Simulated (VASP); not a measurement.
# BePt (Fm-3m) in VASP: single point with PBE

Aim: the single point of BePt with PBE.

All numbers are computed with VASP 6.6.1; they aren't measurements. Logs are shortened: lines on timing, memory, paths and dates and some standing lists are left out, and cuts for length are marked.

### Step 1. The cell of the first run

The structure is cubic, space group Fm-3m (No. 225). The conventional cell has a = 4.672 Å, b = 4.672 Å, c = 4.672 Å, α = 90.00°, β = 90.00°, γ = 90.00°. Within 3.1 Å of Be (site symmetry m-3m) lie 6 Pt at 2.34 Å. Within 3.1 Å of Pt (site symmetry m-3m) lie 6 Be at 2.34 Å.

### Step 2. Single point, PBE

Contents of POSCAR:

```
BePt
1.0
    0.0000000000      2.3359490000      2.3359490000
    2.3359490000      0.0000000000      2.3359490000
    2.3359490000      2.3359490000      0.0000000000
Be Pt
1 1
Direct
    0.0000000000      0.0000000000      0.0000000000
    0.5000000000      0.5000000000      0.5000000000
```

Contents of INCAR.step1:

```
PREC = Accurate
ENCUT = 520
EDIFF = 1E-6
ISMEAR = 0
SIGMA = 0.0547
LREAL = F
LASPH = T
NELM = 120
ALGO = Normal
ISIF = 2
LWAVE = F
LCHARG = T
LMAXMIX = 4
GGA = PE
NBANDS = 13
GGA_COMPAT = F
NEDOS = 2001
LORBIT = 11
```

Contents of KPOINTS.step1:

```
regular mesh
0
Gamma
  9 9 9
```

Contents of INCAR.step2:

```
PREC = Accurate
ENCUT = 520
EDIFF = 1E-6
ISMEAR = -5
SIGMA = 0.0547
LREAL = F
LASPH = T
NELM = 120
ALGO = Normal
ISIF = 2
LWAVE = F
LCHARG = F
LMAXMIX = 4
GGA = PE
LORBIT = 11
NEDOS = 1001
ICHARG = 11
GGA_COMPAT = F
```

Contents of KPOINTS.step2:

```
regular mesh
0
Gamma
  14 14 14
```

Potentials or basis: VASP PAW PBE potentials, release 64 (Be, Pt).

Started as:

```console
$ cat potpaw_PBE.64/Be/POTCAR potpaw_PBE.64/Pt/POTCAR > POTCAR
$ cp INCAR.step1 INCAR
$ cp KPOINTS.step1 KPOINTS
$ mpirun -np 1 vasp_std > vasp.out
$ cp INCAR.step2 INCAR
$ cp KPOINTS.step2 KPOINTS
$ mpirun -np 1 vasp_std > vasp.out
```

OUTCAR:

```text
PREC = Accurate
   ENCUT = 520
   EDIFF = 1E-6
   ISMEAR = -5
   LREAL = F
   LASPH = T
   NELM = 120
   ISIF = 2
   GGA = PE
   LORBIT = 11
   ICHARG = 11

 ion  position               nearest neighbor table
   1  0.000  0.000  0.000-   2 2.34   2 2.34   2 2.34   2 2.34   2 2.34   2 2.34
   2  0.500  0.500  0.500-   1 2.34   1 2.34   1 2.34   1 2.34   1 2.34   1 2.34

  LATTYP: Found a face centered cubic cell.
 ALAT       =     4.6718980000

  Lattice vectors:

 A1 = (   0.0000000000,   2.3359490000,   2.3359490000)
 A2 = (   2.3359490000,   0.0000000000,   2.3359490000)
 A3 = (   2.3359490000,   2.3359490000,   0.0000000000)

Analysis of symmetry for initial positions (statically):
=====================================================================
 Subroutine PRICEL returns:
 Original cell was already a primitive cell.

 Routine SETGRP: Setting up the symmetry group for a
 face centered cubic supercell.

 Subroutine GETGRP returns: Found 48 space group operations
 (whereof 48 operations were pure point group operations)
 out of a pool of 48 trial point group operations.

The static configuration has the point symmetry O_h .

Analysis of symmetry for dynamics (positions and initial velocities):
=====================================================================
 Subroutine PRICEL returns:
 Original cell was already a primitive cell.

 Routine SETGRP: Setting up the symmetry group for a
 face centered cubic supercell.

 Subroutine GETGRP returns: Found 48 space group operations
 (whereof 48 operations were pure point group operations)
 out of a pool of 48 trial point group operations.

The dynamic configuration has the point symmetry O_h .

 Subroutine INISYM returns: Found 48 space group operations
 (whereof 48 operations are pure point group operations),
 and found     1 'primitive' translations

----------------------------------------------------------------------------------------

                                     Primitive cell

  volume of cell :      25.4929

  direct lattice vectors                    reciprocal lattice vectors
     0.000000000  2.335949000  2.335949000    -0.214045769  0.214045769  0.214045769
     2.335949000  0.000000000  2.335949000     0.214045769 -0.214045769  0.214045769
     2.335949000  2.335949000  0.000000000     0.214045769  0.214045769 -0.214045769

  length of vectors
     3.303530757  3.303530757  3.303530757     0.370738147  0.370738147  0.370738147

  position of ions in fractional coordinates (direct lattice)
     0.000000000  0.000000000  0.000000000
     0.500000000  0.500000000  0.500000000

  ion indices of the primitive-cell ions
   primitive index   ion index
                 1           1
                 2           2

----------------------------------------------------------------------------------------

 KPOINTS: regular mesh

Automatic generation of k-mesh.
 Grid dimensions read from file:
 generate k-points for:   14   14   14

 Generating k-lattice:

  Cartesian coordinates                     Fractional coordinates (reciprocal lattice)
    -0.015288983  0.015288983  0.015288983     0.071428571  0.000000000  0.000000000
     0.015288983 -0.015288983  0.015288983     0.000000000  0.071428571  0.000000000
     0.015288983  0.015288983 -0.015288983     0.000000000  0.000000000  0.071428571

  Length of vectors
     0.026481296  0.026481296  0.026481296

  Shift w.r.t. Gamma in fractional coordinates (k-lattice)
     0.000000000  0.000000000  0.000000000

 TETIRR: Found    389 inequivalent tetrahedra from    16464

 Subroutine IBZKPT returns following result:
 ===========================================

 Found    104 irreducible k-points:

 Following reciprocal coordinates:
            Coordinates               Weight
  0.000000  0.000000  0.000000      1.000000
  0.071429  0.000000  0.000000      8.000000
  0.142857  0.000000  0.000000      8.000000
  0.214286  0.000000  0.000000      8.000000
  0.285714  0.000000  0.000000      8.000000
  0.357143  0.000000  0.000000      8.000000
[... 16 lines left out ...]
  0.214286  0.142857  0.000000     24.000000
  0.285714  0.142857  0.000000     24.000000
 [... further k-points ...]
   k-points           NKPTS =    104   k-points in BZ     NKDIM =    104   number of bands    NBANDS=     10
   number of dos      NEDOS =   1001   number of ions     NIONS =      2
   total plane-waves  NPLWV =  21952
   dimension x,y,z NGX =    28 NGY =   28 NGZ =   28
   dimension x,y,z NGXF=    56 NGYF=   56 NGZF=   56
   ions per type =               1   1
   NGX,Y,Z   is equivalent  to a cutoff of  14.09, 14.09, 14.09 a.u.
   NGXF,Y,Z  is equivalent  to a cutoff of  28.18, 28.18, 28.18 a.u.
 SYSTEM =  unknown system
   PREC   = accura    normal or accurate (medium, high low for compatibility)
   ISTART =      0    job   : 0-new  1-cont  2-samecut
   ICHARG =     11    charge: 1-file 2-atom 10-const
   ISPIN  =      1    spin polarized calculation?
   LNONCOLLINEAR =      F non collinear calculations
   LSORBIT =      F    spin-orbit coupling
   LASPH  =      T    aspherical Exc in radial PAW
   ENCUT  =  520.0 eV  38.22 Ry    6.18 a.u.   6.14  6.14  6.14*2*pi/ulx,y,z
   NELM   =    120;   NELMIN=  2; NELMDL=  0     # of ELM steps
   EDIFF  = 0.1E-05   stopping-criterion for ELM
   LREAL  =      F    real-space projection
   EDIFFG = 0.1E-04   stopping-criterion for IOM
   NSW    =      0    number of steps for IOM
   IBRION =     -1    ionic relax: 0-MD 1-quasi-New 2-CG
   NFREE  =      0    steps in history (QN), initial steepest desc. (CG)
   ISIF   =      2    stress and relaxation
   ISYM   =      2    0-nonsym 1-usesym 2-fastsym
   POTIM  = 0.5000    time-step for ionic-motion
   TEBEG  =    0.0;   TEEND  =   0.0 temperature during run
   PSTRESS=    0.0 pullay stress
   NELECT =      12.0000    total number of electrons
   NUPDOWN=      -1.0000    fix difference up-down
   EMIN   =  10.00;   EMAX   =-10.00  energy-range for DOS
   EFERMI =   0.00;   METHOD = LEGACY
   ISMEAR =    -5;   SIGMA  =   0.05  broadening in eV -4-tet -1-fermi 0-gaus
   EFERMI_NEDOS =   21; number of points for ismear=-14 and -15
   IALGO  =     38    algorithm
   IMIX   =      4    mixing-type and parameters
     AMIX     =   0.40;   BMIX     =  1.00
     AMIX_MAG =   1.60;   BMIX_MAG =  1.00
  volume/ion in A,a.u.               =      12.75        86.02
  Fermi-wavevector in a.u.,A,eV,Ry     =   1.273489  2.406545 22.065581  1.621774
  Thomas-Fermi vector in A             =   2.406310
   LORBIT       =     11    0 simple, 1 ext, 2 COOP (PROOUT), +10 PAW based schemes
   GGA     = PE    functional components
   LHFCALC =     F    Hartree Fock is set to
   AEXX    =    0.0000 exact exchange contribution
   IVDW    =     0    specifies the selected vdW correction
   LEPSILON=     F    determine dielectric tensor
   LRPA    =     F    only Hartree local field effects (RPA)
 non-spin polarized calculation
 Fermi weights with tetrahedron method with Bloechl corrections
  energy-cutoff  :      520.00
  volume of cell :       25.49
 maximum number of plane-waves:       701
 NGX is ok and might be reduce to    28

 number of electron      12.0000000 magnetization

 Free energy of the ion-electron system (eV)
  ---------------------------------------------------
  ext. energy  EPLUGINS =         0.00000000
  ---------------------------------------------------
  free energy    TOTEN  =       -10.36091630 eV

  energy without entropy =      -10.36091630  energy(sigma->0) =      -10.36091630

 E-fermi :   8.3715     XC(G=0): -11.8891

 val. band max:        8.4600142145   @ k =  -0.2857   0.4286   0.2143
 cond. band min:       8.2568960836   @ k =  -0.4286   0.2143   0.0714
 fundamental gap:     -0.2031181309
 Fermi energy:         8.3714963814

 k-point     1 :       0.0000    0.0000    0.0000
  band No.  band energies     occupation
      1      -1.3620      2.00000
      2       4.9145      2.00000
      3       4.9145      2.00000
      4       4.9145      2.00000
      5       5.4815      2.00000
      6       5.4815      2.00000
      7      14.1080      0.00000
      8      14.1080      0.00000
      9      14.1080      0.00000
     10      20.2201      0.00000

 k-point     2 :       0.0714    0.0000    0.0000
  band No.  band energies     occupation
      1      -1.2461      2.00000
      2       4.8501      2.00000
      3       4.9464      2.00000
      4       4.9464      2.00000
      5       5.4199      2.00000
      6       5.4199      2.00000
      7      13.9564      0.00000
      8      14.3061      0.00000
      9      14.3061      0.00000
     10      20.2924      0.00000

 k-point     3 :       0.1429    0.0000    0.0000
  band No.  band energies     occupation
      1      -0.9073      2.00000
      2       4.6828      2.00000
      3       4.9176      2.00000
      4       4.9176      2.00000
      5       5.3872      2.00000
      6       5.3872      2.00000
      7      13.4818      0.00000
      8      14.8548      0.00000
      9      14.8548      0.00000
     10      20.3193      0.00000
[... 248 lines left out ...]
 k-point    23 :       0.2143    0.1429    0.0000
  band No.  band energies     occupation
      1      -0.3481      2.00000
      2       4.4275      2.00000
      3       4.4552      2.00000
      4       5.1300      2.00000
      5       5.3093      2.00000
      6       5.7505      2.00000
      7      13.4858      0.00000
      8      13.9709      0.00000
      9      16.0721      0.00000
     10      20.6677      0.00000

 k-point    24 :       0.2857    0.1429    0.0000
  band No.  band energies     occupation
      1       0.2267      2.00000
      2       4.1036      2.00000
      3       4.2852      2.00000
      4       4.9317      2.00000
      5       5.6285      2.00000
      6       6.0352      2.00000
      7      12.4851      0.00000
      8      14.2248      0.00000
      9      17.0245      0.00000
     10      19.8320      0.00000

 [... further k-points ...]

------------------------ aborting loop because EDIFF is reached ----------------------------------------

  FORCE on cell =-STRESS in cart. coord.  units (eV):
  Direction    XX          YY          ZZ          XY          YZ          ZX
  --------------------------------------------------------------------------------------
  -------------------------------------------------------------------------------------
  Total       -0.3296512     -0.3296512     -0.3296512      0.0000000      0.0000000     -0.0000000
  in kB      -20.7178759    -20.7178759    -20.7178759      0.0000000      0.0000000     -0.0000000
  external PRESSURE =     -20.7178759 kB  Pullay stress =       0.0000000 kB

 VOLUME and BASIS-vectors are now :
 -----------------------------------------------------------------------------
  energy-cutoff  :      520.00
  volume of cell :       25.49
      direct lattice vectors                 reciprocal lattice vectors
     0.000000000  2.335949000  2.335949000    -0.214045769  0.214045769  0.214045769
     2.335949000  0.000000000  2.335949000     0.214045769 -0.214045769  0.214045769
     2.335949000  2.335949000  0.000000000     0.214045769  0.214045769 -0.214045769

 POSITION                                       TOTAL-FORCE (eV/Angst)
 -----------------------------------------------------------------------------------
      0.00000      0.00000      0.00000         0.000000      0.000000      0.000000
      2.33595      2.33595      2.33595        -0.000000     -0.000000     -0.000000
 -----------------------------------------------------------------------------------
    total drift:                                0.000000      0.000000      0.000000

  FREE ENERGIE OF THE ION-ELECTRON SYSTEM (eV)
  ---------------------------------------------------
  free  energy   TOTEN  =       -10.3609163028 eV

  energy  without entropy=      -10.3609163028  energy(sigma->0) =      -10.36091630

 total charge

# of ion       s       p       d       tot
------------------------------------------
    1        0.449   0.613   0.000   1.062
    2        0.686   0.448   8.237   9.372
--------------------------------------------------
tot          1.135   1.062   8.237  10.434
```

It took 60 s on 1 thread of Intel Xeon 8259CL, shared host; peak memory 0.17 GiB.

What came out:

```yaml
Valence_electrons_inside_the_program's_atomic_spheres: Be 1.06; Pt 9.37
```

Levels at points of the mesh, in eV from the Fermi level:
```tsv
k point	band 2	band 3	band 4	band 5	band 6	band 7	band 8	band 9	band 10
(0.00, 0.00, 0.00)	-3.46	-3.46	-3.46	-2.89	-2.89	5.74	5.74	5.74	11.85
(0.50, 0.00, 0.00)	-4.49	-4.49	-3.44	-1.78	-1.78	-0.02	9.91	10.39	10.40
(0.50, 0.50, 0.00)	-4.87	-2.66	-2.12	-1.35	-1.35	1.67	2.22	2.22	10.54
```

Caveat: spin-orbit coupling is left out, which moves the levels of the heavy elements; tetrahedron occupations give inexact forces and stress in metals.
